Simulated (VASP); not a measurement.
WSe2, 6 atoms in the cell. The structure is hexagonal, space group P6_3/mmc (No. 194). The conventional cell has a = 3.282 Å, b = 3.282 Å, c = 12.960 Å, α = 90.00°, β = 90.00°, γ = 120.00°. W (site symmetry -6m2) has 6 Se at 2.53 Å and 6 W at 3.28 Å within 3.3 Å. Se (site symmetry 3m) has 3 W at 2.53 Å and 7 Se at 3.28 to 3.34 Å within 3.4 Å. 

| Property | Result |
| --- | --- |
| Program | VASP 6.6.1 |
| Task | single point |
| Functional | r2SCAN |
| Potentials or basis | VASP PAW PBE potentials, release 64 (W_sv, Se) |
| Cutoff | 520 eV |
| k mesh | 9 × 9 × 3 |
| Occupations | gaussian, width 0.03 eV |
| Spin | non-collinear spin, zero start, spin-orbit coupling |
| Starting moments | [[0.0, 0.0, 0.0], [0.0, 0.0, 0.0], [0.0, 0.0, 0.0], [0.0, 0.0, 0.0], [0.0, 0.0, 0.0], [0.0, 0.0, 0.0]] μB |
| Dipole correction | no |
| Further INCAR settings | ALGO = Normal; EDIFF = 1e-06; NBANDS = 68 |

Potentials or basis: VASP PAW PBE potentials, release 64 (W_sv, Se).

Command:

```bash
$ cat potpaw_PBE.64/W_sv/POTCAR potpaw_PBE.64/Se/POTCAR > POTCAR
$ cp INCAR.step1 INCAR
$ mpirun -np 1 vasp_ncl > vasp.out
$ cp INCAR.step2 INCAR
$ mpirun -np 1 vasp_ncl > vasp.out
```

Hardware: 1 thread of Oxide Virtual Turin-like Processor, on a shared host.

Task: Estimate the wall time of this run.

Result: Wall time 44 min on 1 thread of Oxide Virtual Turin-like Processor, with other jobs on the host, peak memory 0.68 GiB. Counts: k points 24.
